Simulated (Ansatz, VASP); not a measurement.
Ga2PN: VASP beside Ansatz

Contents of INCAR:

```
SYSTEM = Ga2PN
  PREC = Accurate
  ENCUT = 600
  EDIFF = 1E-6
  ISMEAR = 0
  SIGMA = 0.1
  LREAL = .FALSE.
  LASPH = .TRUE.
  NELM = 200
  ALGO = Normal
  ISIF = 2
  LWAVE = .FALSE.
  LCHARG = .FALSE.
  ISPIN = 2
  MAGMOM = 0 0 0 1
  LORBIT = 11
  GGA = PE
  NBANDS = 30
  GGA_COMPAT = .FALSE.
```

The input KPOINTS:

```
regular mesh
0
G
  6 6 4
  0 0 0
```

Contents of POSCAR:

```
Ga2PN
1.0
    3.2408886741      0.0000000000      0.0000000000
   -1.6204443371      2.8066919226      0.0000000000
    0.0000000000      0.0000000000      5.9532215578
Ga P N
2 1 1
Direct
    0.6666666667      0.3333333333      0.7843050840
    0.6666666667      0.3333333333      0.2156949160
    0.3333333333      0.6666666667      0.5000000000
    0.0000000000      0.0000000000      0.0000000000
```

Input for Ansatz:

```yaml
crystal:
  lattice:
    - [3.2408886741, 0.0, 0.0]
    - [-1.6204443371, 2.8066919226, 0.0]
    - [0.0, 0.0, 5.9532215578]
  atoms:
    - { symbol: Ga, position: [0.6666666667, 0.3333333333, 0.784305084] }
    - { symbol: Ga, position: [0.6666666667, 0.3333333333, 0.215694916] }
    - { symbol: P, position: [0.3333333333, 0.6666666667, 0.5] }
    - { symbol: "N", position: [0.0, 0.0, 0.0], spin: 1.0 }
basis:
  ecutwfc: 420
kpoints:
  mp_grid: { grid: [6, 6, 4] }
hamiltonian:
  xc: pbe
scf:
  occupations: { method: gaussian, width: 0.1 }
  lower_state_search: "off"
output:
  forces: true
  stress: true
  eigenvalues: true
  populations: true
magnetization:
  spin_polarized: true
```

Change from the starting cell: species swapped into the BiSbPt2 type (P-6m2, No. 187).

Alike in both runs: task single point; functional PBE; k mesh 6 × 6 × 4; occupations gaussian, width 0.1 eV; collinear spin.

```csv
,VASP,Ansatz
version,VASP 6.6.1,Ansatz 0.2.0
potentials or method,"VASP PAW PBE potentials, release 64 (Ga_d, P, N), cutoff 600 eV","scalar-relativistic, plane waves, PAW"
valence electrons in the cell,36,36
```

|  | VASP | Ansatz | Ansatz less VASP |
| --- | --- | --- | --- |
| gap on the k mesh at the Fermi level (eV) | none | none | - |
| pressure (GPa) | 0.1 | 0.0 | -0.12 |
| traceless stress, the component that is largest in VASP (GPa) | 0.27 | 0.21 | -0.061 |
| rms of the force components (eV/Å) | 0.008 | 0.005 | -0.0024 |
| net moment per atom (μB) | 0.00 | 0.00 | 0.000 |

Atom by atom the forces differ by 0.013 eV/Å (rms over components). A gap of «none» marks a metal or a gap that the smearing closes. With one functional, cell and mesh, what is left measures potentials, basis and numerics. Ansatz's warnings: seeded moment not kept.

The k mesh is coarse, so the values compare programs but aren't converged.
